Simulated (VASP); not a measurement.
# Ru (P6_3/mmc) in VASP: a series of runs

Runs on Ru. Level: PBEsol. Tasks: single point.

Program: VASP 6.6.1. These are calculated values, not measurements. Logs are shortened: lines on timing, memory, paths and dates and some standing lists are left out, and cuts for length are marked.

**1. The cell of the first run**

Symmetry: P6_3/mmc, No. 194, hexagonal system. The conventional cell has a = 2.614 Å, b = 2.614 Å, c = 4.661 Å, α = 90.00°, β = 90.00°, γ = 120.00°. Within 3.4 Å of Ru (site symmetry -6m2) lie 12 Ru at 2.61 to 2.78 Å.

**2. Single point, PBEsol**

Contents of INCAR:

```
SYSTEM = Ru
ALGO = Fast
EDIFF = 1E-6
ENCUT = 520
GGA = PS
ISIF = 2
ISMEAR = 0
LASPH = .True.
LCHARG = .True.
LELF = .True.
LREAL = .False.
LVHAR = .True.
LWAVE = .False.
NBANDS = 21
NELM = 80
PREC = Accurate
SIGMA = 0.15
```

Contents of KPOINTS:

```
k-points
0
Gamma
  18 18 10
  0 0 0
```

Contents of POSCAR:

```
Ru
1.0
    2.6144000000      0.0000000000      0.0000000000
   -1.3072000000      2.2641368157      0.0000000000
    0.0000000000      0.0000000000      4.6606000000
Ru
2
Direct
    0.3333333333      0.6666666667      0.2500000000
    0.6666666667      0.3333333333      0.7500000000
```

Potentials or basis: VASP PAW PBE potentials, release 64 (Ru_pv).

Command:

```console
> cat potpaw_PBE.64/Ru_pv/POTCAR > POTCAR
> mpirun -np 1 vasp_std > vasp.out
```

OUTCAR:

```text
SYSTEM = Ru
   EDIFF = 1E-6
   ENCUT = 520
   GGA = PS
   ISIF = 2
   ISMEAR = 0
   LASPH = .True.
   LREAL = .False.
   NELM = 80
   PREC = Accurate

 ion  position               nearest neighbor table
   1  0.333  0.667  0.250-   2 2.78   2 2.78   2 2.78   2 2.78   2 2.78   2 2.78
   2  0.667  0.333  0.750-   1 2.78   1 2.78   1 2.78   1 2.78   1 2.78   1 2.78

  LATTYP: Found a hexagonal cell.
 ALAT       =     2.6144000000
 C/A-ratio  =     1.7826652387

  Lattice vectors:

 A1 = (   2.6144000000,   0.0000000000,   0.0000000000)
 A2 = (  -1.3072000000,   2.2641368157,   0.0000000000)
 A3 = (   0.0000000000,   0.0000000000,   4.6606000000)

Analysis of symmetry for initial positions (statically):
=====================================================================
 Subroutine PRICEL returns:
 Original cell was already a primitive cell.

 Routine SETGRP: Setting up the symmetry group for a
 hexagonal supercell.

 Subroutine GETGRP returns: Found 24 space group operations
 (whereof 12 operations were pure point group operations)
 out of a pool of 24 trial point group operations.

The static configuration has the point symmetry D_3d.
 The point group associated with its full space group is D_6h.

Analysis of symmetry for dynamics (positions and initial velocities):
=====================================================================
 Subroutine PRICEL returns:
 Original cell was already a primitive cell.

 Routine SETGRP: Setting up the symmetry group for a
 hexagonal supercell.

 Subroutine GETGRP returns: Found 24 space group operations
 (whereof 12 operations were pure point group operations)
 out of a pool of 24 trial point group operations.

The dynamic configuration has the point symmetry D_3d.
 The point group associated with its full space group is D_6h.

 Subroutine INISYM returns: Found 24 space group operations
 (whereof 12 operations are pure point group operations),
 and found     1 'primitive' translations

----------------------------------------------------------------------------------------

                                     Primitive cell

  volume of cell :      27.5878

  direct lattice vectors                    reciprocal lattice vectors
     2.614400000  0.000000000  0.000000000     0.382496940  0.220834711  0.000000000
    -1.307200000  2.264136816  0.000000000     0.000000000  0.441669423  0.000000000
     0.000000000  0.000000000  4.660600000     0.000000000  0.000000000  0.214564648

  length of vectors
     2.614400000  2.614400000  4.660600000     0.441669423  0.441669423  0.214564648
[... 75 lines left out ...]
   ISPIN  =      1    spin polarized calculation?
   LNONCOLLINEAR =      F non collinear calculations
   LSORBIT =      F    spin-orbit coupling
   LASPH  =      T    aspherical Exc in radial PAW
   ENCUT  =  520.0 eV  38.22 Ry    6.18 a.u.   4.86  4.86  8.67*2*pi/ulx,y,z
   NELM   =     80;   NELMIN=  2; NELMDL= -5     # of ELM steps
   EDIFF  = 0.1E-05   stopping-criterion for ELM
   LREAL  =      F    real-space projection
   EDIFFG = 0.1E-04   stopping-criterion for IOM
   NSW    =      0    number of steps for IOM
   IBRION =     -1    ionic relax: 0-MD 1-quasi-New 2-CG
   NFREE  =      0    steps in history (QN), initial steepest desc. (CG)
   ISIF   =      2    stress and relaxation
   ISYM   =      2    0-nonsym 1-usesym 2-fastsym
   POTIM  = 0.5000    time-step for ionic-motion
   TEBEG  =    0.0;   TEEND  =   0.0 temperature during run
   PSTRESS=    0.0 pullay stress
   NELECT =      28.0000    total number of electrons
   NUPDOWN=      -1.0000    fix difference up-down
   EMIN   =  10.00;   EMAX   =-10.00  energy-range for DOS
   EFERMI =   0.00;   METHOD = LEGACY
   ISMEAR =     0;   SIGMA  =   0.15  broadening in eV -4-tet -1-fermi 0-gaus
   EFERMI_NEDOS =   21; number of points for ismear=-14 and -15
   IALGO  =     68    algorithm
   IMIX   =      4    mixing-type and parameters
     AMIX     =   0.40;   BMIX     =  1.00
     AMIX_MAG =   1.60;   BMIX_MAG =  1.00
  volume/ion in A,a.u.               =      13.79        93.09
  Fermi-wavevector in a.u.,A,eV,Ry     =   1.645212  3.109001 36.827218  2.706724
  Thomas-Fermi vector in A             =   2.735048
   LORBIT       =      0    0 simple, 1 ext, 2 COOP (PROOUT), +10 PAW based schemes
   GGA     = PS    functional components
   LHFCALC =     F    Hartree Fock is set to
   AEXX    =    0.0000 exact exchange contribution
   IVDW    =     0    specifies the selected vdW correction
   LEPSILON=     F    determine dielectric tensor
   LRPA    =     F    only Hartree local field effects (RPA)
 non-spin polarized calculation
 RMM-DIIS sequential band-by-band and
 Gauss-broadening in eV      SIGMA  =   0.15
  energy-cutoff  :      520.00
  volume of cell :       27.59
 maximum number of plane-waves:       760
 NGX is ok and might be reduce to    20
   NGX =  9   NGY =  9   NGZ = 17

 number of electron      28.0000000 magnetization

 Free energy of the ion-electron system (eV)
  ---------------------------------------------------
  ext. energy  EPLUGINS =         0.00000000
  ---------------------------------------------------
  free energy    TOTEN  =       -19.93862269 eV

  energy without entropy =      -19.92095929  energy(sigma->0) =      -19.92979099

 E-fermi :  12.4377     XC(G=0): -14.1733

 val. band max:       12.4273734003   @ k =   0.2222   0.0556   0.1000
 cond. band min:      12.4383528876   @ k =   0.1667   0.1111   0.1000
 fundamental gap:      0.0109794874
 Fermi energy:        12.4377491158

 k-point     1 :       0.0000    0.0000    0.0000
  band No.  band energies     occupation
      1     -30.9548      2.00000
      2     -30.1459      2.00000
      3     -30.0569      2.00000
      4     -30.0569      2.00000
      5     -29.9747      2.00000
      6     -29.9747      2.00000
[... 565 lines left out ...]
     20      23.3467      0.00000
     21      25.5121      0.00000

 [... further k-points ...]
[... 5 lines left out ...]
  --------------------------------------------------------------------------------------
  -------------------------------------------------------------------------------------
  Total        1.8767854      1.8767854     -7.3310338     -0.0000000      0.0000000     -0.0000000
  in kB      108.9955262    108.9955262   -425.7545228     -0.0000000      0.0000000     -0.0000000
  external PRESSURE =     -69.2544901 kB  Pullay stress =       0.0000000 kB

 VOLUME and BASIS-vectors are now :
 -----------------------------------------------------------------------------
  energy-cutoff  :      520.00
  volume of cell :       27.59
      direct lattice vectors                 reciprocal lattice vectors
     2.614400000  0.000000000  0.000000000     0.382496940  0.220834711  0.000000000
    -1.307200000  2.264136816  0.000000000     0.000000000  0.441669423  0.000000000
     0.000000000  0.000000000  4.660600000     0.000000000  0.000000000  0.214564648

 POSITION                                       TOTAL-FORCE (eV/Angst)
 -----------------------------------------------------------------------------------
     -0.00000      1.50942      1.16515        -0.000000      0.000000      0.000000
      1.30720      0.75471      3.49545         0.000000      0.000000      0.000000
 -----------------------------------------------------------------------------------
    total drift:                               -0.000000      0.000000     -0.000000

  FREE ENERGIE OF THE ION-ELECTRON SYSTEM (eV)
  ---------------------------------------------------
  free  energy   TOTEN  =       -19.9386226940 eV

  energy  without entropy=      -19.9209592857  energy(sigma->0) =      -19.92979099
```

OSZICAR:

```text
N       E                     dE             d eps       ncg     rms          rms(c)
DAV:   1     0.286505023359E+03    0.28651E+03   -0.17558E+04  9348   0.148E+03
DAV:   2    -0.156594159284E+02   -0.30216E+03   -0.29315E+03  9614   0.444E+02
DAV:   3    -0.214617667009E+02   -0.58024E+01   -0.57658E+01 11029   0.689E+01
DAV:   4    -0.215049117440E+02   -0.43145E-01   -0.43088E-01 11784   0.570E+00
DAV:   5    -0.215054467429E+02   -0.53500E-03   -0.53044E-03 10588   0.562E-01    0.189E+01
RMM:   6    -0.200374875157E+02    0.14680E+01   -0.32341E+00  9611   0.148E+01    0.481E+00
RMM:   7    -0.199474908716E+02    0.89997E-01   -0.39173E-01 10338   0.456E+00    0.993E-01
RMM:   8    -0.199397868975E+02    0.77040E-02   -0.22722E-02 10545   0.145E+00    0.499E-01
RMM:   9    -0.199385884198E+02    0.11985E-02   -0.29611E-03 10687   0.482E-01    0.674E-02
RMM:  10    -0.199386175232E+02   -0.29103E-04   -0.48075E-04 10898   0.203E-01    0.215E-02
RMM:  11    -0.199386228687E+02   -0.53455E-05   -0.94586E-05 11689   0.601E-02    0.862E-03
RMM:  12    -0.199386234121E+02   -0.54336E-06   -0.10788E-05 10505   0.238E-02    0.822E-03
RMM:  13    -0.199386226940E+02    0.71808E-06   -0.40439E-06  9704   0.168E-02
   1 F= -.19938623E+02 E0= -.19929791E+02  d E =-.176634E-01
```

stdout:

```text
POSCAR found type information on POSCAR Ru
 POSCAR found :  1 types and       2 ions
 scaLAPACK will be used
 -----------------------------------------------------------------------------
|                                                                             |
|                                                                             |
|     You enforced a specific xc type in the INCAR file but a different       |
|     I HOPE YOU KNOW WHAT YOU ARE DOING!                                     |
|                                                                             |
 -----------------------------------------------------------------------------

 LDA part: xc-table for (Slater+PW92), standard interpolation
 POSCAR, INCAR and KPOINTS ok, starting setup
 FFT: planning ... GRIDC
 FFT: planning ... GRID_SOFT
 FFT: planning ... GRID
 WAVECAR not read
 entering main loop
WARNING in EDDRMM: call to ZHEGV failed, returncode =   8  4     21
```

It took 67 s on 1 thread of Intel Xeon Platinum 8488C (Sapphire Rapids), shared host; peak memory 0.21 GiB.

Results:

```yaml
Free_energy: -19.9386 eV
Pressure: -6.9 GPa
Band_gap_on_the_k_mesh: zero (band 14 reaches 13.84 eV, above the bottom of band 15 at 11.20 eV)
```

Caveat: the PAW data sets were made with another functional, which shifts forces and pressure a little.

**3. Single point, PBEsol**

This run uses another cell than the first one, of 13.88 Å³/atom, 1.006 times its volume.

Contents of INCAR:

```
SYSTEM = Ru
PREC     = Accurate       ! precision mode
ENCUT    = 520            ! plane-wave cutoff, eV
EDIFF    = 1E-6           ! SCF threshold, eV
ISMEAR   = 0              ! smearing method
SIGMA    = 0.15           ! smearing width, eV
LREAL    = .False.        ! projectors in reciprocal space
LASPH    = .True.         ! aspherical terms in the spheres
NELM     = 100            ! most SCF steps
ALGO     = Normal         ! electronic algorithm
ISIF     = 2              ! what is computed and relaxed
LWAVE    = .False.        ! write WAVECAR
LCHARG   = .False.        ! write CHGCAR
GGA      = PS             ! functional
NBANDS   = 21             ! bands
```

Contents of KPOINTS:

```
Automatic mesh
0
Gamma
  18 18 10
  0 0 0
```

Contents of POSCAR:

```
Ru
1.0
    2.6520000000      0.0000000000      0.0000000000
   -1.3260000000      2.2966993709      0.0000000000
    0.0000000000      0.0000000000      4.5586000000
Ru
2
Direct
    0.3333333333      0.6666666667      0.2500000000
    0.6666666667      0.3333333333      0.7500000000
```

Potentials or basis: VASP PAW PBE potentials, release 64 (Ru_pv).

Command:

```console
> cat potpaw_PBE.64/Ru_pv/POTCAR > POTCAR
> mpirun -np 1 vasp_std > vasp.out
```

OUTCAR:

```text
SYSTEM = Ru
   PREC = Accurate
   ENCUT = 520
   EDIFF = 1E-6
   ISMEAR = 0
   LREAL = .False.
   LASPH = .True.
   NELM = 100
   ISIF = 2
   GGA = PS

 ion  position               nearest neighbor table
   1  0.333  0.667  0.250-   2 2.75   2 2.75   2 2.75   2 2.75   2 2.75   2 2.75
   2  0.667  0.333  0.750-   1 2.75   1 2.75   1 2.75   1 2.75   1 2.75   1 2.75

  LATTYP: Found a hexagonal cell.
 ALAT       =     2.6520000000
 C/A-ratio  =     1.7189291101

  Lattice vectors:

 A1 = (   2.6520000000,   0.0000000000,   0.0000000000)
 A2 = (  -1.3260000000,   2.2966993709,   0.0000000000)
[... 192 lines left out ...]
      5     -30.1310      2.00000
      6     -30.1310      2.00000
[... 565 lines left out ...]
     20      22.6274      0.00000
     21      23.1322      0.00000

 [... further k-points ...]
[... 5 lines left out ...]
  --------------------------------------------------------------------------------------
  -------------------------------------------------------------------------------------
  Total        0.1860325      0.1860325     -6.3226022      0.0000000      0.0000000      0.0000000
  in kB       10.7347080     10.7347080   -364.8356617      0.0000000      0.0000000      0.0000000
  external PRESSURE =    -114.4554152 kB  Pullay stress =       0.0000000 kB

 VOLUME and BASIS-vectors are now :
 -----------------------------------------------------------------------------
  energy-cutoff  :      520.00
  volume of cell :       27.77
      direct lattice vectors                 reciprocal lattice vectors
     2.652000000  0.000000000  0.000000000     0.377073906  0.217703721  0.000000000
    -1.326000000  2.296699371  0.000000000     0.000000000  0.435407443  0.000000000
     0.000000000  0.000000000  4.558600000     0.000000000  0.000000000  0.219365595

 POSITION                                       TOTAL-FORCE (eV/Angst)
 -----------------------------------------------------------------------------------
     -0.00000      1.53113      1.13965         0.000000      0.000000      0.000000
      1.32600      0.76557      3.41895        -0.000000     -0.000000      0.000000
 -----------------------------------------------------------------------------------
    total drift:                               -0.000000      0.000000     -0.000000

  FREE ENERGIE OF THE ION-ELECTRON SYSTEM (eV)
  ---------------------------------------------------
  free  energy   TOTEN  =       -20.1196270618 eV

  energy  without entropy=      -20.1034081605  energy(sigma->0) =      -20.11151761
```

Wall time 55 s (1 thread of Intel Xeon Platinum 8488C (Sapphire Rapids), shared host); peak memory 0.22 GiB.

What came out:

- Free energy: -20.1196 eV
- Pressure: -11.4 GPa
- Band gap on the k mesh: zero (band 14 reaches 13.83 eV, above the bottom of band 15 at 11.01 eV)

Stress tensor (GPa, compression positive):
```
  1.07   0.00   0.00
  0.00   1.07   0.00
  0.00   0.00 -36.48
```

Caveat: the PAW data sets were made with another functional, which shifts forces and pressure a little.

**4. Single point, PBEsol**

This run uses another cell than the first one, of 13.96 Å³/atom, 1.012 times its volume.

Contents of INCAR:

```
SYSTEM = Ru
  PREC = Accurate
  ENCUT = 520
  EDIFF = 1E-7
  ISMEAR = 0
  SIGMA = 0.15
  LREAL = .FALSE.
  LASPH = .TRUE.
  NELM = 60
  ALGO = Normal
  ISIF = 2
  LWAVE = .FALSE.
  LCHARG = .FALSE.
  GGA = PS
  NBANDS = 21
```

Contents of KPOINTS:

```
Automatic mesh
0
G
  18 18 10
  0 0 0
```

Contents of POSCAR:

```
Ru
1.0
    2.6896847531      0.0000000000      0.0000000000
   -1.3448423765      2.3293353243      0.0000000000
    0.0000000000      0.0000000000      4.4565000000
Ru
2
Direct
    0.3333333333      0.6666666667      0.2500000000
    0.6666666667      0.3333333333      0.7500000000
```

Command:

```console
> cat potpaw_PBE.64/Ru_pv/POTCAR > POTCAR
> mpirun -np 1 vasp_std > vasp.out
```

Wall time 57 s (1 thread of Intel Xeon Platinum 8488C (Sapphire Rapids), shared host); peak memory 0.21 GiB.

It converged, with:

```yaml
Free_energy: -20.2314 eV
Pressure: -14.5 GPa
Band_gap_on_the_k_mesh: zero (band 14 reaches 13.84 eV, above the bottom of band 15 at 10.89 eV)
```

Stress tensor (GPa, compression positive):
```
 -7.52   0.00   0.00
  0.00  -7.52   0.00
  0.00   0.00 -28.31
```

Levels at points of the mesh, in eV from the Fermi level:
| k point | band 11 | band 12 | band 13 | band 14 | band 15 | band 16 | band 17 | band 18 |
| --- | --- | --- | --- | --- | --- | --- | --- | --- |
| (0.00, 0.00, 0.00) | -2.46 | -1.90 | -1.90 | -0.99 | -0.99 | 0.71 | 1.16 | 1.16 |
| (0.50, 0.00, 0.00) | -2.27 | -1.69 | -1.62 | 1.65 | 1.66 | 1.96 | 4.00 | 6.02 |
| (0.00, 0.00, 0.50) | -2.52 | -2.52 | -2.52 | -2.52 | 0.52 | 0.52 | 0.52 | 0.52 |
| (0.50, 0.00, 0.50) | -0.85 | -0.85 | 0.43 | 0.43 | 1.83 | 1.83 | 3.29 | 3.29 |

Caveat: the PAW data sets were made with another functional, which shifts forces and pressure a little.

**5. Overview**

```csv
cell,gap on the mesh (eV),pressure (GPa)
"a = 2.614, b = 2.614, c = 4.661 Å, angles 90.0, 90.0, 120.0°, 2 atoms",none,-6.9
"a = 2.652, b = 2.652, c = 4.559 Å, angles 90.0, 90.0, 120.0°, 2 atoms",none,-11.4
"a = 2.690, b = 2.690, c = 4.457 Å, angles 90.0, 90.0, 120.0°, 2 atoms",none,-14.5
```

Alike in all rows: task single point; level PBEsol; potentials or basis VASP PAW PBE potentials, release 64 (Ru_pv); no spin polarisation; k mesh 18 × 18 × 10; cutoff (eV) 520; smearing gaussian 0.15 eV.

Caveats: the PAW data sets were made with another functional, which shifts forces and pressure a little.

Total energies depend on the potentials used, so only differences within one code and one set of settings carry meaning.
